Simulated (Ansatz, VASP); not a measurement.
**One calculation of Ta3Cu, two programs**

File INCAR:

```
SYSTEM = Ta3Cu
PREC = Accurate
ENCUT = 520
EDIFF = 1E-6
ISMEAR = -1
SIGMA = 0.05
LREAL = .False.
LASPH = .True.
NELM = 60
ALGO = Fast
ISIF = 2
LWAVE = .False.
LCHARG = .True.
LELF = .True.
LVHAR = .True.
NBANDS = 30
```

File KPOINTS:

```
regular mesh
0
Gamma
  9 9 9
  0 0 0
```

File POSCAR:

```
Ta3Cu
1.0
   -1.9930401043      1.9930401043      4.1799263973
    1.9930401043     -1.9930401043      4.1799263973
    1.9930401043      1.9930401043     -4.1799263973
Ta Cu
3 1
Direct
    0.5000000000      0.5000000000      0.0000000000
    0.2500000000      0.7500000000      0.5000000000
    0.7500000000      0.2500000000      0.5000000000
    0.0000000000      0.0000000000      0.0000000000
```

input.yaml

```yaml
crystal:
  lattice:
    - [-1.9930401043, 1.9930401043, 4.1799263973]
    - [1.9930401043, -1.9930401043, 4.1799263973]
    - [1.9930401043, 1.9930401043, -4.1799263973]
  atoms:
    - { symbol: Ta, position: [0.5, 0.5, 0.0] }
    - { symbol: Ta, position: [0.25, 0.75, 0.5] }
    - { symbol: Ta, position: [0.75, 0.25, 0.5] }
    - { symbol: Cu, position: [0.0, 0.0, 0.0] }
hamiltonian:
  xc: lda
  pseudopotentials: { kind: paw }
kpoints:
  mp_grid: { grid: [9, 9, 9] }
scf:
  occupations: { method: fermi_dirac, width: 0.05 }
output:
  forces: true
  stress: true
  eigenvalues: true
```

Alike in both runs: task single point; functional LDA; k mesh 9 × 9 × 9; occupations fermi-dirac, width 0.05 eV; no spin polarisation.

```csv
,VASP,Ansatz
version,VASP 6.6.1,Ansatz 0.2.0
potentials or method,"VASP PAW LDA potentials, release 64 (Ta_pv, Cu)",Ansatz PAW
plane-wave cutoff (eV),520,420
valence electrons in the cell,44,58
```

Ansatz gave:

* gap on the k mesh at the Fermi level (eV): none
* pressure (GPa): -7.9
* traceless stress, the component that is largest in VASP (GPa): -0.46

Task: Which values does VASP return?

Result: gap on the k mesh at the Fermi level (eV): none; pressure (GPa): -7.3; traceless stress, the component that is largest in VASP (GPa): -0.62.

LDA's correlation is that of Perdew and Zunger in VASP and of Perdew and Wang (1992) in Ansatz. A gap of «none» marks a metal or a gap that the smearing closes. VASP's potentials hold 44 valence electrons a cell and Ansatz's 58, so a difference there can come from the potentials and not from the codes.

Spin-orbit coupling is off throughout.
